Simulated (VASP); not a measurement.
**MgCd2TeSe2: single point with PBE**

Crystal: MgCd2TeSe2.

```xyz
6
Lattice="4.5869 0.0000 0.0000 -2.2935 3.9724 0.0000 0.0000 0.0000 7.6206" Properties=species:S:1:pos:R:3 pbc="T T T"
Mg    0.0000    0.0000    3.8103
Cd    2.2935    1.3241    5.0242
Cd    0.0000    2.6483    2.5964
Te    0.0000    0.0000    0.0000
Se    2.2935    1.3241    2.0374
Se    0.0000    2.6483    5.5832
```

- Program: VASP 6.6.1
- Task: single point
- Functional: PBE
- Potentials or basis: VASP PAW PBE potentials, release 64 (Mg, Cd, Te, Se)
- Cutoff: 520 eV
- k mesh: 6 × 6 × 2
- Occupations: gaussian, width 0.1 eV
- Spin: no spin polarisation

```yaml
Pressure: 6.7 GPa
Largest_force: 0.754 eV/Å
Band_gap_on_the_k_mesh: zero (band 22 reaches 4.70 eV, above the bottom of band 23 at 3.91 eV)
```

Forces on the atoms (eV/Å):
```
Mg   0.000  0.000  0.000
Cd   0.000  0.000  0.754
Cd   0.000  0.000 -0.754
Te   0.000  0.000  0.000
Se   0.000  0.000 -0.452
Se   0.000  0.000  0.452
```

Stress tensor (GPa, compression positive):
```
8.13 0.00 0.00
0.00 8.13 0.00
0.00 0.00 3.72
```

Levels at points of the mesh, in eV from the Fermi level:
```csv
k point,band 19,band 20,band 21,band 22,band 23,band 24,band 25,band 26
"(0.00, 0.00, 0.00)",-2.65,-1.93,-0.61,-0.38,-0.38,0.82,2.04,2.04
"(0.50, 0.00, 0.00)",-2.71,-2.08,-1.03,-0.41,0.20,1.51,2.39,3.19
"(0.00, 0.00, 0.50)",-2.52,-2.14,-1.42,-0.64,-0.64,1.61,1.61,1.64
"(0.50, 0.00, 0.50)",-3.53,-1.72,-1.27,0.02,0.68,0.77,1.68,2.48
```

Run time: 41 s on 1 thread of AMD EPYC 9R45 96-Core Processor (Zen 5), on a shared host, peak memory 0.26 GiB.

Caveat: the k points lie up to 0.41 Å⁻¹ apart; spin-orbit coupling is left out, which moves the levels of the heavy elements.
